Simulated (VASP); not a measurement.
# NaOs (Pmmn) in VASP: further runs, part 2 of 2

VASP 6.6.1.

**4. Single point, PBE**

This run uses another cell than the first one, of 22.28 Å³/atom, 1.240 times its volume.

Input file INCAR:

```
ALGO     = Fast           # electronic algorithm
EDIFF    = 1E-6           # SCF threshold, eV
ENCUT    = 520            # plane-wave cutoff, eV
GGA      = PE             # functional
ISIF     = 2              # what is computed and relaxed
ISMEAR   = 0              # smearing method
LASPH    = T              # aspherical terms in the spheres
LCHARG   = T              # write CHGCAR
LELF     = T              # ELF
LREAL    = F              # projectors in reciprocal space
LVHAR    = T            
LWAVE    = F              # write WAVECAR
NBANDS   = 23             # bands
NELM     = 80             # most SCF steps
PREC     = Accurate       # precision mode
SIGMA    = 0.1            # smearing width, eV
```

Input file KPOINTS:

```
k-points
0
Gamma
  16 10 4
```

Input file POSCAR:

```
NaOs
1.0
    2.7267879229      0.0000000000      0.0000000000
    0.0000000000      3.8819986369      0.0000000000
    0.0000000000      0.0000000000      8.4185821944
Na Os
2 2
Direct
    0.5000000000      0.0000000000      0.1882954868
    0.0000000000      0.5000000000      0.8117045132
    0.5000000000      0.0000000000      0.5541853313
    0.0000000000      0.5000000000      0.4458146687
```

Started as:

```
cat potpaw_PBE.64/Na_pv/POTCAR potpaw_PBE.64/Os/POTCAR > POTCAR
mpirun -np 1 vasp_std > vasp.out
```

It took 4.4 min on 1 thread of Intel Xeon 6975P-C, shared host; peak memory 0.41 GiB.

The run converged. Its results:

- Free energy: -23.1878 eV
- Pressure: -0.2 GPa
- Largest force: 0.030 eV/Å
- Band gap on the k mesh: zero (band 15 reaches 5.03 eV, above the bottom of band 16 at 2.19 eV)

Forces in eV/Å, atoms in the order of the input:
```
Na   0.000  0.000  0.006
Na   0.000  0.000 -0.006
Os   0.000  0.000 -0.030
Os   0.000  0.000  0.030
```

Stress tensor (GPa, compression positive):
```
-0.08  0.00  0.00
 0.00 -0.25  0.00
 0.00  0.00 -0.14
```

Levels at points of the mesh, in eV from the Fermi level:
```
           k point  band 12  band 13  band 14  band 15  band 16  band 17  band 18  band 19
(0.00, 0.00, 0.00)    -2.08    -1.78    -1.62    -1.23    -0.33     0.43     0.45     3.39
(0.50, 0.00, 0.00)    -2.02     0.24     0.24     1.40     1.40     2.75     2.75     4.21
(0.00, 0.50, 0.00)    -2.24    -1.43    -1.43    -0.24    -0.24     0.75     0.75     2.12
(0.50, 0.50, 0.00)    -1.66    -1.03    -1.03     1.99     1.99     2.11     2.11     4.82
(0.00, 0.00, 0.50)    -2.51    -2.08    -1.62    -0.80     0.43     0.45     0.54     2.79
(0.50, 0.00, 0.50)    -1.99     0.17     0.17     1.40     1.40     2.66     2.66     4.47
(0.00, 0.50, 0.50)    -2.21    -1.43    -1.43    -0.75    -0.75     1.52     1.52     2.12
(0.50, 0.50, 0.50)    -1.66    -1.03    -1.03     1.97     1.97     2.18     2.18     4.66
```

Caveat: spin-orbit coupling is left out, which moves the levels of the heavy elements.

**5. Single point, PBE**

This run uses another cell than the first one: it holds 8 atoms, not 4.

Input file INCAR:

```
  PREC = Accurate
  ENCUT = 520
  EDIFF = 1E-6
  ISMEAR = 0
  SIGMA = 0.2
  LREAL = F
  LASPH = T
  NELM = 60
  ALGO = Fast
  ISIF = 2
  LWAVE = F
  LCHARG = F
  GGA = PE
  NBANDS = 40
```

Input file KPOINTS:

```
regular mesh
0
Gamma
  8 4 4
```

Input file POSCAR:

```
NaOs
1.0
    2.7291283895      0.0000000000      0.0000000000
    0.0000000000      7.7524903057      0.0000000000
    0.0000000000      0.0000000000      8.4198397294
Na Os
4 4
Direct
    0.5000000000      0.0000000000      0.1882191066
    0.5000000000      0.5000000000      0.1882191066
    1.0000000000      0.2500000000      0.8117808934
    0.0000000000      0.7500000000      0.8117808934
    0.5000000000      0.5000000000      0.5543392619
    0.5000000000      1.0000000000      0.5543392619
    0.0000000000      0.2500000000      0.4456607381
    0.0000000000      0.7500000000      0.4456607381
```

Potentials or basis: VASP PAW PBE potentials, release 64 (Na_pv, Os).

Started as:

```
cat potpaw_PBE.64/Na_pv/POTCAR potpaw_PBE.64/Os/POTCAR > POTCAR
mpirun -np 1 vasp_std > vasp.out
```

OUTCAR:

```text
PREC = Accurate
   ENCUT = 520
   EDIFF = 1E-6
   ISMEAR = 0
   LREAL = F
   LASPH = T
   NELM = 60
   ISIF = 2
   GGA = PE

 ion  position               nearest neighbor table
   1  0.500  0.000  0.188-   6 3.08
   2  0.500  0.500  0.188-   5 3.08
   3  0.000  0.250  0.812-   7 3.08
   4  0.000  0.750  0.812-   8 3.08
   5  0.500  0.500  0.554-   7 2.54   8 2.54   7 2.54   8 2.54   2 3.08
   6  0.500  0.000  0.554-   7 2.54   8 2.54   7 2.54   8 2.54   1 3.08
   7  0.000  0.250  0.446-   5 2.54   6 2.54   5 2.54   6 2.54   3 3.08
   8  0.000  0.750  0.446-   5 2.54   6 2.54   5 2.54   6 2.54   4 3.08
[... 8 lines left out ...]
 A1 = (   2.7291283895,   0.0000000000,   0.0000000000)
 A2 = (   0.0000000000,   7.7524903057,   0.0000000000)
 A3 = (   0.0000000000,   0.0000000000,   8.4198397294)

Analysis of symmetry for initial positions (statically):
=====================================================================
 Subroutine PRICEL returns following result:

  LATTYP: Found a simple orthorhombic cell.
 ALAT       =     2.7291283895
 B/A-ratio  =     1.4203234878
 C/A-ratio  =     3.0851753849

  Lattice vectors:

 A1 = (   2.7291283895,   0.0000000000,   0.0000000000)
 A2 = (   0.0000000000,   3.8762451529,   0.0000000000)
 A3 = (   0.0000000000,   0.0000000000,   8.4198397294)

   2 primitive cells build up your supercell.

 Routine SETGRP: Setting up the symmetry group for a
 simple orthorhombic supercell.

 Subroutine GETGRP returns: Found  8 space group operations
 (whereof  4 operations were pure point group operations)
 out of a pool of  8 trial point group operations.

The static configuration has the point symmetry C_2v.
 The point group associated with its full space group is D_2h.

Analysis of symmetry for dynamics (positions and initial velocities):
=====================================================================
 Subroutine PRICEL returns following result:

[... 144 lines left out ...]
     AMIX     =   0.40;   BMIX     =  1.00
     AMIX_MAG =   1.60;   BMIX_MAG =  1.00
  volume/ion in A,a.u.               =      22.27       150.27
  Fermi-wavevector in a.u.,A,eV,Ry     =   1.139031  2.152457 17.652087  1.297392
  Thomas-Fermi vector in A             =   2.275735
   LORBIT       =      0    0 simple, 1 ext, 2 COOP (PROOUT), +10 PAW based schemes
   GGA     = PE    functional components
   LHFCALC =     F    Hartree Fock is set to
   AEXX    =    0.0000 exact exchange contribution
   IVDW    =     0    specifies the selected vdW correction
   LEPSILON=     F    determine dielectric tensor
   LRPA    =     F    only Hartree local field effects (RPA)
 non-spin polarized calculation
 RMM-DIIS sequential band-by-band and
 Gauss-broadening in eV      SIGMA  =   0.20
  energy-cutoff  :      520.00
  volume of cell :      178.14
 maximum number of plane-waves:      4830
   NGX = 11   NGY = 29   NGZ = 31

 number of electron      60.0000017 magnetization

 Free energy of the ion-electron system (eV)
  ---------------------------------------------------
  ext. energy  EPLUGINS =         0.00000000
  ---------------------------------------------------
  free energy    TOTEN  =       -46.39440955 eV

  energy without entropy =      -46.29409792  energy(sigma->0) =      -46.34425373

 E-fermi :   3.0335     XC(G=0):  -9.3443

 val. band max:        3.0238458831   @ k =   0.5000   0.2500   0.5000
 cond. band min:       3.0402709851   @ k =   0.0000   0.0000   0.2500
 fundamental gap:      0.0164251020
 Fermi energy:         3.0334877290

 k-point     1 :       0.0000    0.0000    0.0000
  band No.  band energies     occupation
      1     -21.3814      2.00000
      2     -21.3734      2.00000
      3     -21.3734      2.00000
      4     -21.3668      2.00000
      5     -21.3553      2.00000
      6     -21.3553      2.00000
[... 1021 lines left out ...]
     39       7.6094      0.00000
     40       7.9464      0.00000

 [... further k-points ...]
[... 5 lines left out ...]
  --------------------------------------------------------------------------------------
  -------------------------------------------------------------------------------------
  Total       -0.3240178      0.1557543     -0.1918571      0.0000000      0.0000000      0.0000000
  in kB       -2.9141401      1.4008174     -1.7255174      0.0000000      0.0000000      0.0000000
  external PRESSURE =      -1.0796134 kB  Pullay stress =       0.0000000 kB

 VOLUME and BASIS-vectors are now :
 -----------------------------------------------------------------------------
  energy-cutoff  :      520.00
  volume of cell :      178.14
      direct lattice vectors                 reciprocal lattice vectors
     2.729128390  0.000000000  0.000000000     0.366417353  0.000000000  0.000000000
     0.000000000  7.752490306  0.000000000     0.000000000  0.128990809  0.000000000
     0.000000000  0.000000000  8.419839729     0.000000000  0.000000000  0.118767106

 POSITION                                       TOTAL-FORCE (eV/Angst)
 -----------------------------------------------------------------------------------
      1.36456      0.00000      1.58477         0.000000     -0.000000      0.003524
      1.36456      3.87625      1.58477         0.000000      0.000000      0.003524
      0.00000      1.93812      6.83507        -0.000000     -0.000000     -0.003524
      0.00000      5.81437      6.83507        -0.000000      0.000000     -0.003524
      1.36456      3.87625      4.66745         0.000000      0.000000      0.004901
      1.36456      0.00000      4.66745        -0.000000      0.000000      0.004901
      0.00000      1.93812      3.75239        -0.000000      0.000000     -0.004901
      0.00000      5.81437      3.75239        -0.000000      0.000000     -0.004901
 -----------------------------------------------------------------------------------
    total drift:                               -0.000000      0.000000      0.000000

  FREE ENERGIE OF THE ION-ELECTRON SYSTEM (eV)
  ---------------------------------------------------
  free  energy   TOTEN  =       -46.3944095482 eV

  energy  without entropy=      -46.2940979161  energy(sigma->0) =      -46.34425373
```

Wall time 6.5 min (1 thread of Intel Xeon 6975P-C, shared host); peak memory 0.42 GiB.

Results:

* Free energy: -46.3944 eV
* Pressure: -0.1 GPa
* Largest force: 0.005 eV/Å
* Band gap on the k mesh: zero (band 30 reaches 4.46 eV, above the bottom of band 31 at 2.20 eV)

Forces on the atoms (eV/Å):
```
Na   0.000  0.000  0.004
Na   0.000  0.000  0.004
Na   0.000  0.000 -0.004
Na   0.000  0.000 -0.004
Os   0.000  0.000  0.005
Os   0.000  0.000  0.005
Os   0.000  0.000 -0.005
Os   0.000  0.000 -0.005
```

Caveat: spin-orbit coupling is left out, which moves the levels of the heavy elements.

**6. The runs side by side**

| task | cell | k mesh | cutoff (eV) | smearing | gap on the mesh (eV) | pressure (GPa) | largest force (eV/Å) |
| --- | --- | --- | --- | --- | --- | --- | --- |
| relaxation of cell and atoms | relaxed from a = 2.629, b = 4.946, c = 5.527 Å, 4 atoms | 7 × 4 × 4 | 600 | gaussian 0.2 eV | none | 0.0 | 0.08 |
| single point | a = 2.729, b = 3.876, c = 8.420 Å, 4 atoms | 14 × 10 × 4 | 520 | gaussian 0.1 eV | none | -0.2 | 0.02 |
| single point | a = 2.727, b = 3.882, c = 8.419 Å, 4 atoms | 16 × 10 × 4 | 520 | gaussian 0.1 eV | none | -0.2 | 0.03 |
| single point | a = 2.729, b = 7.752, c = 8.420 Å, 8 atoms | 8 × 4 × 4 | 520 | gaussian 0.2 eV | none | -0.1 | - |

Alike in all rows: level PBE; potentials or basis VASP PAW PBE potentials, release 64 (Na_pv, Os); no spin polarisation.

Caveats: spin-orbit coupling is left out, which moves the levels of the heavy elements; the volume moved by over 15 % at a fixed basis, so the end points are rough (some runs); the relaxation stopped at a loose force limit of 0.08 eV/Å, so its end isn't a converged minimum (some runs).

Absolute energies hang on the potentials; compare differences alone.
